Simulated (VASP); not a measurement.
K, 1 atom in the cell. Symmetry: Fm-3m, No. 225, cubic system. Conventional cell: a = 4.850 Å, b = 4.850 Å, c = 4.850 Å, α = 90.00°, β = 90.00°, γ = 90.00°. K (site symmetry m-3m) has 12 K at 3.43 Å within 4.5 Å.  This cell differs from its parent crystal: volume scaled by 0.4.

* Program: VASP 6.6.1
* Task: single point
* Functional: PBEsol
* Potentials or basis: VASP PAW PBE potentials, release 64 (K_sv)
* Cutoff: 520 eV
* k mesh: 11 × 11 × 11
* Occupations: fermi-dirac, width 0.1 eV
* Spin: no spin polarisation
* Dipole correction: no
* Further INCAR settings: ALGO = Normal; EDIFF = 1e-07; NBANDS = 10

Potentials or basis: VASP PAW PBE potentials, release 64 (K_sv).

Run with:

```sh
$ cat potpaw_PBE.64/K_sv/POTCAR > POTCAR
$ mpirun -np 1 vasp_std > vasp.out
```

Hardware: 1 thread of AMD EPYC 9R45 96-Core Processor (Zen 5), on a shared host.

Task: Estimate the wall time of this run.

Result: Run time: 9.6 s on 1 thread of AMD EPYC 9R45 96-Core Processor (Zen 5), with other jobs on the host, peak memory 0.13 GiB. Counts: scf iterations 11, k points 56.
